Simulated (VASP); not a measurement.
# MgO in VASP: notebook

Runs on MgO. Level: r2SCAN. Tasks: single point.

All numbers are computed with VASP 6.6.1; they aren't measurements. Logs are shortened: lines on timing, memory, paths and dates and some standing lists are left out, and cuts for length are marked.

### 1 The cell of the first run

It takes space group I4/mmm (No. 139, tetragonal). Conventional cell: a = 2.943 Å, b = 2.943 Å, c = 4.231 Å, α = 90.00°, β = 90.00°, γ = 90.00°. Within 2.8 Å of Mg (site symmetry 4/mmm) lie 6 O at 2.08 to 2.12 Å. O (site symmetry 4/mmm) has 6 Mg at 2.08 to 2.12 Å within 2.8 Å.

### 2 Single point, r2SCAN (film at in-plane strain -0.01)

POSCAR

```
MgO
1.0
    2.0811458410      2.0811458410      0.0000000000
   -2.0811458410      2.0811458410      0.0000000000
    0.0000000000      2.0811458410      2.1154212119
Mg O
1 1
Direct
    0.0000000000      0.0000000000      0.0000000000
    0.5000000000      0.5000000000      0.0000000000
```

INCAR.step1

```
PREC     = Accurate       # precision mode
ENCUT    = 920            # plane-wave cutoff, eV
ISMEAR   = 0              # smearing method
SIGMA    = 0.01           # smearing width, eV
LREAL    = False          # projectors in reciprocal space
LASPH    = True           # aspherical terms in the spheres
NELM     = 120            # most SCF steps
NBANDS   = 15             # bands
GGA      = PE             # functional
ALGO     = Normal         # electronic algorithm
EDIFF    = 1E-5           # SCF threshold, eV
LWAVE    = True           # write WAVECAR
LCHARG   = False          # write CHGCAR
GGA_COMPAT= False
```

INCAR.step2

```
PREC     = Accurate       # precision mode
ENCUT    = 920            # plane-wave cutoff, eV
EDIFF    = 1E-6           # SCF threshold, eV
ISMEAR   = 0              # smearing method
SIGMA    = 0.01           # smearing width, eV
LREAL    = False          # projectors in reciprocal space
LASPH    = True           # aspherical terms in the spheres
NELM     = 120            # most SCF steps
ALGO     = Normal         # electronic algorithm
ISIF     = 2              # what is computed and relaxed
LWAVE    = False          # write WAVECAR
LCHARG   = True           # write CHGCAR
METAGGA  = R2SCAN         # meta-GGA
LMIXTAU  = True         
LELF     = True           # ELF
LVHAR    = True         
NBANDS   = 15             # bands
ISTART   = 1            
GGA_COMPAT= False
```

KPOINTS

```
regular mesh
0
Gamma
  10 10 10
```

Potentials or basis: VASP PAW PBE potentials, release 64 (Mg_sv, O).

Run with:

```bash
cat potpaw_PBE.64/Mg_sv/POTCAR potpaw_PBE.64/O/POTCAR > POTCAR
cp INCAR.step1 INCAR
mpirun -np 1 vasp_std > vasp.out
cp INCAR.step2 INCAR
mpirun -np 1 vasp_std > vasp.out
```

OUTCAR:

```text
PREC = Accurate
   ENCUT = 920
   EDIFF = 1E-6
   ISMEAR = 0
   LREAL = False
   LASPH = True
   NELM = 120
   ISIF = 2
   METAGGA = R2SCAN
   ISTART = 1

 ion  position               nearest neighbor table
   1  0.000  0.000  0.000-   2 2.08   2 2.08   2 2.08   2 2.08   2 2.12   2 2.12
   2  0.500  0.500  0.000-   1 2.08   1 2.08   1 2.08   1 2.08   1 2.12   1 2.12

  LATTYP: Found a body centered tetragonal cell.
 ALAT       =     2.9431846736
 C/A-ratio  =     1.4375049115

  Lattice vectors:

 A1 = (   2.0811458410,   0.0000000000,  -2.1154212119)
 A2 = (  -2.0811458410,   0.0000000000,  -2.1154212119)
 A3 = (   0.0000000000,   2.0811458410,   2.1154212119)

Analysis of symmetry for initial positions (statically):
=====================================================================
 Subroutine PRICEL returns:
 Original cell was already a primitive cell.

 Routine SETGRP: Setting up the symmetry group for a
 body centered tetragonal supercell.

 Subroutine GETGRP returns: Found 16 space group operations
 (whereof 16 operations were pure point group operations)
 out of a pool of 16 trial point group operations.

The static configuration has the point symmetry D_4h.

Analysis of symmetry for dynamics (positions and initial velocities):
=====================================================================
 Subroutine PRICEL returns:
 Original cell was already a primitive cell.

 Routine SETGRP: Setting up the symmetry group for a
 body centered tetragonal supercell.

 Subroutine GETGRP returns: Found 16 space group operations
 (whereof 16 operations were pure point group operations)
 out of a pool of 16 trial point group operations.

The dynamic configuration has the point symmetry D_4h.

 Subroutine INISYM returns: Found 16 space group operations
 (whereof 16 operations are pure point group operations),
 and found     1 'primitive' translations

----------------------------------------------------------------------------------------

                                     Primitive cell

  volume of cell :      18.3245

  direct lattice vectors                    reciprocal lattice vectors
     2.081145841  2.081145841  0.000000000     0.240252264  0.240252264 -0.236359547
    -2.081145841  2.081145841  0.000000000    -0.240252264  0.240252264 -0.236359547
     0.000000000  2.081145841  2.115421212     0.000000000  0.000000000  0.472719095

  length of vectors
     2.943184674  2.943184674  2.967519994     0.413893871  0.413893871  0.472719095

  position of ions in fractional coordinates (direct lattice)
     0.000000000  0.000000000  0.000000000
     0.500000000  0.500000000  0.000000000

  ion indices of the primitive-cell ions
   primitive index   ion index
                 1           1
                 2           2

----------------------------------------------------------------------------------------

 KPOINTS: regular mesh

Automatic generation of k-mesh.
 Grid dimensions read from file:
 generate k-points for:   10   10   10

 Generating k-lattice:

  Cartesian coordinates                     Fractional coordinates (reciprocal lattice)
     0.024025226  0.024025226 -0.023635955     0.100000000  0.000000000  0.000000000
    -0.024025226  0.024025226 -0.023635955     0.000000000  0.100000000  0.000000000
     0.000000000  0.000000000  0.047271909     0.000000000  0.000000000  0.100000000

  Length of vectors
     0.041389387  0.041389387  0.047271909

  Shift w.r.t. Gamma in fractional coordinates (k-lattice)
     0.000000000  0.000000000  0.000000000

 Subroutine IBZKPT returns following result:
 ===========================================

 Found    102 irreducible k-points:

 Following reciprocal coordinates:
            Coordinates               Weight
  0.000000  0.000000  0.000000      1.000000
  0.100000  0.000000  0.000000      8.000000
  0.200000  0.000000  0.000000      8.000000
  0.300000  0.000000  0.000000      8.000000
  0.400000  0.000000  0.000000      8.000000
  0.500000  0.000000  0.000000      4.000000
[... 16 lines left out ...]
  0.300000  0.300000  0.000000      8.000000
  0.400000  0.300000  0.000000     16.000000
 [... further k-points ...]
   k-points           NKPTS =    102   k-points in BZ     NKDIM =    102   number of bands    NBANDS=     15
   number of dos      NEDOS =    301   number of ions     NIONS =      2
   total plane-waves  NPLWV =  27000
   dimension x,y,z NGX =    30 NGY =   30 NGZ =   30
   dimension x,y,z NGXF=    60 NGYF=   60 NGZF=   60
   ions per type =               1   1
   NGX,Y,Z   is equivalent  to a cutoff of  16.95, 16.95, 16.81 a.u.
   NGXF,Y,Z  is equivalent  to a cutoff of  33.89, 33.89, 33.61 a.u.
 SYSTEM =  unknown system
   PREC   = accura    normal or accurate (medium, high low for compatibility)
   ISTART =      1    job   : 0-new  1-cont  2-samecut
   ICHARG =      0    charge: 1-file 2-atom 10-const
   ISPIN  =      1    spin polarized calculation?
   LNONCOLLINEAR =      F non collinear calculations
   LSORBIT =      F    spin-orbit coupling
   LASPH  =      T    aspherical Exc in radial PAW
   ENCUT  =  920.0 eV  67.62 Ry    8.22 a.u.   7.28  7.28  7.34*2*pi/ulx,y,z
   NELM   =    120;   NELMIN=  2; NELMDL=  0     # of ELM steps
   EDIFF  = 0.1E-05   stopping-criterion for ELM
   LREAL  =      F    real-space projection
   EDIFFG = 0.1E-04   stopping-criterion for IOM
   NSW    =      0    number of steps for IOM
   IBRION =     -1    ionic relax: 0-MD 1-quasi-New 2-CG
   NFREE  =      0    steps in history (QN), initial steepest desc. (CG)
   ISIF   =      2    stress and relaxation
   ISYM   =      2    0-nonsym 1-usesym 2-fastsym
   POTIM  = 0.5000    time-step for ionic-motion
   TEBEG  =    0.0;   TEEND  =   0.0 temperature during run
   PSTRESS=    0.0 pullay stress
   NELECT =      16.0000    total number of electrons
   NUPDOWN=      -1.0000    fix difference up-down
   EMIN   =  10.00;   EMAX   =-10.00  energy-range for DOS
   EFERMI =   0.00;   METHOD = LEGACY
   ISMEAR =     0;   SIGMA  =   0.01  broadening in eV -4-tet -1-fermi 0-gaus
   EFERMI_NEDOS =   21; number of points for ismear=-14 and -15
   IALGO  =     38    algorithm
   IMIX   =      4    mixing-type and parameters
     AMIX     =   0.40;   BMIX     =  1.00
     AMIX_MAG =   1.60;   BMIX_MAG =  1.00
  volume/ion in A,a.u.               =       9.16        61.83
  Fermi-wavevector in a.u.,A,eV,Ry     =   1.564723  2.956898 33.311944  2.448359
  Thomas-Fermi vector in A             =   2.667305
   LORBIT       =      0    0 simple, 1 ext, 2 COOP (PROOUT), +10 PAW based schemes
   METAGGA = R2SCAN    functional components
   LHFCALC =     F    Hartree Fock is set to
   AEXX    =    0.0000 exact exchange contribution
   IVDW    =     0    specifies the selected vdW correction
   LEPSILON=     F    determine dielectric tensor
   LRPA    =     F    only Hartree local field effects (RPA)
 non-spin polarized calculation
 Gauss-broadening in eV      SIGMA  =   0.01
  energy-cutoff  :      920.00
  volume of cell :       18.32
 maximum number of plane-waves:      1179
 NGX is ok and might be reduce to    30
   NGX = 15   NGY = 15   NGZ = 15

 number of electron      16.0000003 magnetization

 Free energy of the ion-electron system (eV)
  ---------------------------------------------------
  ext. energy  EPLUGINS =         0.00000000
  ---------------------------------------------------
  free energy    TOTEN  =       -16.14908725 eV

  energy without entropy =      -16.14908725  energy(sigma->0) =      -16.14908725

 E-fermi :   2.8837     XC(G=0): -12.1485

 val. band max:        2.6632156485   @ k =   0.0000   0.0000   0.0000
 cond. band min:       8.4816703025   @ k =   0.0000   0.0000   0.0000
 fundamental gap:      5.8184546539
 Fermi energy:         2.8837168042

 k-point     1 :       0.0000    0.0000    0.0000
  band No.  band energies     occupation
      1     -72.2557      2.00000
      2     -37.3480      2.00000
      3     -37.3368      2.00000
      4     -37.3368      2.00000
      5     -15.6450      2.00000
      6       2.6303      2.00000
      7       2.6303      2.00000
      8       2.6632      2.00000
      9       8.4817      0.00000
     10      19.5034      0.00000
     11      19.6810      0.00000
     12      19.6810      0.00000
     13      23.7853      0.00000
     14      25.3595      0.00000
     15      25.9129      0.00000

 k-point     2 :       0.1000    0.0000    0.0000
  band No.  band energies     occupation
      1     -72.2549      2.00000
      2     -37.3529      2.00000
      3     -37.3418      2.00000
      4     -37.3375      2.00000
      5     -15.5344      2.00000
      6       2.0101      2.00000
      7       2.5617      2.00000
      8       2.5776      2.00000
      9       9.0938      0.00000
     10      18.3667      0.00000
     11      19.8197      0.00000
     12      19.9463      0.00000
     13      24.7212      0.00000
     14      25.2151      0.00000
     15      25.5315      0.00000

 k-point     3 :       0.2000    0.0000    0.0000
  band No.  band energies     occupation
      1     -72.2526      2.00000
      2     -37.3736      2.00000
      3     -37.3469      2.00000
      4     -37.3394      2.00000
      5     -15.2315      2.00000
      6       0.6792      2.00000
      7       2.3868      2.00000
      8       2.3873      2.00000
      9      10.3034      0.00000
     10      16.8612      0.00000
     11      20.3385      0.00000
     12      20.5262      0.00000
     13      24.1052      0.00000
     14      24.4708      0.00000
     15      26.8118      0.00000

 k-point     4 :       0.3000    0.0000    0.0000
  band No.  band energies     occupation
      1     -72.2498      2.00000
      2     -37.4016      2.00000
      3     -37.3505      2.00000
      4     -37.3417      2.00000
      5     -14.8253      2.00000
      6      -0.6792      2.00000
      7       2.1628      2.00000
      8       2.1815      2.00000
      9      11.2431      0.00000
     10      16.2555      0.00000
     11      20.4840      0.00000
     12      20.7939      0.00000
     13      24.6456      0.00000
     14      24.8402      0.00000
     15      26.2599      0.00000
[... 307 lines left out ...]
 k-point    22 :      -0.2000    0.2000    0.0000
  band No.  band energies     occupation
      1     -72.2515      2.00000
      2     -37.3662      2.00000
      3     -37.3580      2.00000
      4     -37.3480      2.00000
      5     -15.1071      2.00000
      6       0.6163      2.00000
      7       2.0605      2.00000
      8       2.1235      2.00000
      9      10.9890      0.00000
     10      15.7336      0.00000
     11      20.9468      0.00000
     12      20.9692      0.00000
     13      21.0763      0.00000
     14      26.7872      0.00000
     15      30.5680      0.00000

 k-point    23 :       0.3000    0.3000    0.0000
  band No.  band energies     occupation
      1     -72.2451      2.00000
      2     -37.4065      2.00000
      3     -37.3833      2.00000
      4     -37.3568      2.00000
      5     -14.1907      2.00000
      6      -0.8613      2.00000
      7      -0.0598      2.00000
      8       1.7149      2.00000
      9      13.9550      0.00000
     10      15.9161      0.00000
     11      17.2217      0.00000
     12      21.7765      0.00000
     13      23.8557      0.00000
     14      25.8290      0.00000
     15      31.6161      0.00000

 k-point    24 :       0.4000    0.3000    0.0000
  band No.  band energies     occupation
      1     -72.2443      2.00000
      2     -37.4064      2.00000
      3     -37.3862      2.00000
      4     -37.3619      2.00000
      5     -14.1031      2.00000
      6      -0.9620      2.00000
      7      -0.0561      2.00000
      8       1.5344      2.00000
      9      13.8614      0.00000
     10      16.1083      0.00000
     11      16.7212      0.00000
     12      22.0141      0.00000
     13      22.8283      0.00000
     14      28.1317      0.00000
     15      31.9923      0.00000

 [... further k-points ...]

------------------------ aborting loop because EDIFF is reached ----------------------------------------

  FORCE on cell =-STRESS in cart. coord.  units (eV):
  Direction    XX          YY          ZZ          XY          YZ          ZX
  --------------------------------------------------------------------------------------
  -------------------------------------------------------------------------------------
  Total        0.4904605      0.4904605      0.0467151      0.0000000      0.0000000      0.0000000
  in kB       42.8827575     42.8827575      4.0844703      0.0000000      0.0000000      0.0000000
  external PRESSURE =      29.9499951 kB  Pullay stress =       0.0000000 kB

 VOLUME and BASIS-vectors are now :
 -----------------------------------------------------------------------------
  energy-cutoff  :      920.00
  volume of cell :       18.32
      direct lattice vectors                 reciprocal lattice vectors
     2.081145841  2.081145841  0.000000000     0.240252264  0.240252264 -0.236359547
    -2.081145841  2.081145841  0.000000000    -0.240252264  0.240252264 -0.236359547
     0.000000000  2.081145841  2.115421212     0.000000000  0.000000000  0.472719095

 POSITION                                       TOTAL-FORCE (eV/Angst)
 -----------------------------------------------------------------------------------
      0.00000      0.00000      0.00000         0.000000      0.000000      0.000000
      0.00000      2.08115      0.00000         0.000000     -0.000000      0.000000
 -----------------------------------------------------------------------------------
    total drift:                               -0.000000      0.000000      0.000000

  FREE ENERGIE OF THE ION-ELECTRON SYSTEM (eV)
  ---------------------------------------------------
  free  energy   TOTEN  =       -16.1490872506 eV

  energy  without entropy=      -16.1490872506  energy(sigma->0) =      -16.14908725
```

Run time: 3.6 min. Hardware: 1 thread of Intel Xeon Platinum 8375C at 2.90GHz (Ice Lake), shared host; peak memory 0.2 GiB.

Results:

```yaml
Free_energy: -16.1491 eV
Pressure: 3.0 GPa
Band_gap_on_the_k_mesh: 5.82 eV
```

Caveat: the cell differs from its parent crystal (film at in-plane strain -0.01); the PAW data sets were made with another functional, which shifts forces and pressure a little.

### 3 Single point, r2SCAN

This run uses another cell than the first one, of 9.29 Å³/atom.

POSCAR

```
MgO
1.0
    2.1021675162      2.1021675162      0.0000000000
   -2.1021675162      2.1021675162      0.0000000000
    0.0000000000      2.1021675162      2.1021675162
Mg O
1 1
Direct
    0.0000000000      0.0000000000      0.0000000000
    0.5000000000      0.5000000000      0.0000000000
```

INCAR.step1

```
PREC = Accurate ; ENCUT = 920
ISMEAR = 0 ; SIGMA = 0.01
LREAL = False ; LASPH = True
NELM = 120 ; NBANDS = 15
GGA = PE ; ALGO = Normal
EDIFF = 1E-5 ; LWAVE = True
LCHARG = False ; GGA_COMPAT = False
```

INCAR.step2

```
PREC = Accurate ; ENCUT = 920
EDIFF = 1E-6 ; ISMEAR = 0
SIGMA = 0.01 ; LREAL = False
LASPH = True ; NELM = 120
ALGO = Normal ; ISIF = 2
LWAVE = False ; LCHARG = True
METAGGA = R2SCAN ; LMIXTAU = True
LELF = True ; LVHAR = True
NBANDS = 15 ; ISTART = 1
GGA_COMPAT = False
```

KPOINTS is that of step 2.

Potentials or basis: VASP PAW PBE potentials, release 64 (Mg_sv, O).

Run with:

```bash
cat potpaw_PBE.64/Mg_sv/POTCAR potpaw_PBE.64/O/POTCAR > POTCAR
cp INCAR.step1 INCAR
mpirun -np 1 vasp_std > vasp.out
cp INCAR.step2 INCAR
mpirun -np 1 vasp_std > vasp.out
```

Run time: 1.9 min. Hardware: 1 thread of Intel Xeon Platinum 8259CL at 2.50GHz (Skylake/Cascade Lake), shared host; peak memory 0.18 GiB.

Results (log left out):

| Item | Value |
| --- | --- |
| Free energy | -16.1547 eV |
| Pressure | 0.5 GPa |
| Band gap on the k mesh | 5.70 eV |

Levels at points of the mesh, in eV from the valence-band top:
```tsv
k point	band 4	band 5	band 6	band 7	band 8	band 9	band 10	band 11	band 12	band 13
(0.00, 0.00, 0.00)	-40.04	-18.22	0.00	0.00	0.00	5.70	16.89	16.89	16.89	21.02
(0.50, 0.00, 0.00)	-40.05	-16.92	-4.62	-0.68	-0.68	8.87	13.91	17.57	17.57	22.59
(0.50, 0.50, 0.00)	-40.07	-16.71	-4.09	-1.37	-1.37	10.05	11.22	14.38	20.55	20.55
```

Caveat: the PAW data sets were made with another functional, which shifts forces and pressure a little.
